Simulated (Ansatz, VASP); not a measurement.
**One calculation of BN, two programs**

Contents of INCAR:

```
PREC = Accurate
ENCUT = 520
EDIFF = 1E-7
ISMEAR = 0
SIGMA = 0.05
LREAL = False
LASPH = True
NELM = 80
ALGO = Normal
ISIF = 2
LWAVE = False
LCHARG = False
GGA = PS
NBANDS = 16
```

File KPOINTS:

```
regular mesh
0
Gamma
  12 12 4
```

POSCAR

```
BN
1.0
    2.4578593407      0.0000000000      0.0000000000
   -1.2289296704      2.1285686280      0.0000000000
    0.0000000000      0.0000000000      6.4231238151
B N
2 2
Direct
    0.3333333333      0.6666666667      0.2500000000
    0.6666666667      0.3333333333      0.7500000000
    0.3333333333      0.6666666667      0.7500000000
    0.6666666667      0.3333333333      0.2500000000
```

Input for Ansatz:

```yaml
crystal:
  lattice:
    - [2.4578593407, 0.0, 0.0]
    - [-1.2289296704, 2.128568628, 0.0]
    - [0.0, 0.0, 6.4231238151]
  atoms:
    - { symbol: B, position: [0.3333333333, 0.6666666667, 0.25] }
    - { symbol: B, position: [0.6666666667, 0.3333333333, 0.75] }
    - { symbol: "N", position: [0.3333333333, 0.6666666667, 0.75] }
    - { symbol: "N", position: [0.6666666667, 0.3333333333, 0.25] }
basis:
  ecutwfc: 520.0
kpoints:
  mp_grid: { grid: [12, 12, 4] }
hamiltonian:
  xc: pbesol
  pseudopotentials: { kind: paw, azcp: { folder: soft_1 } }
scf:
  occupations: { method: gaussian, width: 0.05 }
output:
  forces: true
  stress: true
  eigenvalues: true
  write_density: true
  write_potential: true
  elf: true
  volumetric_format: npy
```

Alike in both runs: task single point; functional PBEsol; k mesh 12 × 12 × 4; occupations gaussian, width 0.05 eV; no spin polarisation.

```csv
,VASP,Ansatz
version,VASP 6.6.1,Ansatz 0.2.0
potentials or method,"VASP PAW PBE potentials, release 64 (B, N), cutoff 520 eV","scalar-relativistic, plane waves, PAW"
valence electrons in the cell,16,16
```

Ansatz gave:

- gap on the k mesh at the Fermi level (eV): 4.19
- least direct gap on the mesh (eV): 4.62
- pressure (GPa): 15.8
- traceless stress, the component that is largest in VASP (GPa): -13.71

Question: Estimate VASP's values.

Answer: gap on the k mesh at the Fermi level (eV): 4.18; least direct gap on the mesh (eV): 4.61; pressure (GPa): 16.3; traceless stress, the component that is largest in VASP (GPa): -14.39.

VASP's potentials were made for PBE, not for PBEsol, and Ansatz warns of the same on its side. With one functional, cell and mesh, what is left measures potentials, basis and numerics.
